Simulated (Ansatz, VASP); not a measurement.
Cr in VASP and in Ansatz

Contents of INCAR:

```
ALGO = Normal
EDIFF = 1E-6
ENCUT = 500
GGA_COMPAT = F
ISIF = 2
ISMEAR = -1
LASPH = T
LCHARG = T
LELF = T
LREAL = F
LVHAR = T
LWAVE = F
NBANDS = 12
NELM = 120
PREC = Accurate
SIGMA = 0.1
```

File KPOINTS:

```
k-points
0
Gamma
  4 4 4
```

POSCAR

```
Cr
1.0
   -1.3942485114      1.3942485114      1.3942485114
    1.3942485114     -1.3942485114      1.3942485114
    1.3942485114      1.3942485114     -1.3942485114
Cr
1
Direct
    0.0000000000      0.0000000000      0.0000000000
```

Input for Ansatz:

```yaml
crystal:
  lattice:
    - [-1.3942485114, 1.3942485114, 1.3942485114]
    - [1.3942485114, -1.3942485114, 1.3942485114]
    - [1.3942485114, 1.3942485114, -1.3942485114]
  atoms:
    - { symbol: Cr, position: [0.0, 0.0, 0.0] }
hamiltonian:
  xc: lda
  pseudopotentials:
    kind: paw
    azcp:
      Cr: "pseudopotentials/Cr.paw.azcp"
basis:
  ecutwfc: 420
  fft_grid_basis: typed
kpoints:
  mp_grid: { grid: [4, 4, 4], shift: [0, 0, 0] }
magnetization:
  spin_polarized: false
scf:
  occupations: { method: fermi_dirac, width: 0.1 }
  lower_state_search: "off"
output:
  stress: true
```

Alike in both runs: task single point; functional LDA; k mesh 4 × 4 × 4; occupations fermi-dirac, width 0.1 eV; no spin polarisation.

|  | VASP | Ansatz |
| --- | --- | --- |
| version | VASP 6.6.1 | Ansatz 0.2.0 |
| potentials or method | VASP PAW LDA potentials, release 64 (Cr_pv), cutoff 500 eV | plane waves (420 eV) with PAW, scalar-relativistic |
| valence electrons in the cell | 12 | 14 |

VASP gave:

* pressure (GPa): -1.1

Task: What did Ansatz give for the same quantities?

Result: Pressure (GPa): -1.2.

Ansatz warns that its potentials were made for another functional, while VASP's fit it. LDA's correlation is that of Perdew and Zunger in VASP and of Perdew and Wang (1992) in Ansatz. VASP's potentials hold 12 valence electrons a cell and Ansatz's 14, so a difference there can come from the potentials and not from the codes.

The k mesh is coarse, so the values compare programs but aren't converged.
